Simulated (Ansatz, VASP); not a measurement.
## KSc2 in VASP and in Ansatz

File INCAR:

```
PREC = Accurate ; ENCUT = 520
EDIFF = 1E-7 ; ISMEAR = 0
SIGMA = 0.1 ; LREAL = F
LASPH = T ; NELM = 60
ALGO = Fast ; ISIF = 2
LWAVE = F ; LCHARG = T
GGA = PE ; LELF = T
LVHAR = T ; NBANDS = 40
```

KPOINTS

```
regular mesh
0
Gamma
  4 4 4
```

The input POSCAR:

```
KSc2
1.0
    6.2862730056      0.0000000000      0.0000000000
    0.0000000000      6.2862730056      0.0000000000
    0.0000000000      0.0000000000      4.0489947374
K Sc
2 4
Direct
    0.0000000000      0.0000000000      0.0000000000
    0.5000000000      0.5000000000      0.5000000000
    0.3060000000      0.3060000000      0.0000000000
    0.1940000000      0.8060000000      0.5000000000
    0.6940000000      0.6940000000      0.0000000000
    0.8060000000      0.1940000000      0.5000000000
```

Input for Ansatz:

```yaml
crystal:
  lattice:
    - [6.2862730056, 0.0, 0.0]
    - [0.0, 6.2862730056, 0.0]
    - [0.0, 0.0, 4.0489947374]
  atoms:
    - { symbol: K, position: [0.0, 0.0, 0.0] }
    - { symbol: K, position: [0.5, 0.5, 0.5] }
    - { symbol: Sc, position: [0.306, 0.306, 0.0] }
    - { symbol: Sc, position: [0.194, 0.806, 0.5] }
    - { symbol: Sc, position: [0.694, 0.694, 0.0] }
    - { symbol: Sc, position: [0.806, 0.194, 0.5] }
basis:
  ecutwfc: 420
kpoints:
  mp_grid: { grid: [4, 4, 4] }
hamiltonian:
  xc: pbe
scf:
  occupations: { method: gaussian, width: 0.1 }
  lower_state_search: "off"
output:
  forces: true
  stress: true
  eigenvalues: true
```

Alike in both runs: task single point; functional PBE; k mesh 4 × 4 × 4; occupations gaussian, width 0.1 eV; no spin polarisation.

|  | VASP | Ansatz |
| --- | --- | --- |
| version | VASP 6.6.1 | Ansatz 0.2.0 |
| potentials or method | VASP PAW PBE potentials, release 64 (K_sv, Sc_sv), cutoff 520 eV | scalar-relativistic, plane waves, PAW |
| valence electrons in the cell | 62 | 62 |

Ansatz gave:

* gap on the k mesh at the Fermi level (eV): none
* pressure (GPa): 3.2
* traceless stress, the component that is largest in VASP (GPa): 2.94
* rms of the force components (eV/Å): 0.187

Task: Which values does VASP return?

Result: gap on the k mesh at the Fermi level (eV): none; pressure (GPa): 3.5; traceless stress, the component that is largest in VASP (GPa): 3.01; rms of the force components (eV/Å): 0.195.

Atom by atom the forces differ by 0.008 eV/Å (rms over components). A gap of «none» marks a metal or a gap that the smearing closes.

The k mesh is coarse, so the values compare programs but aren't converged.
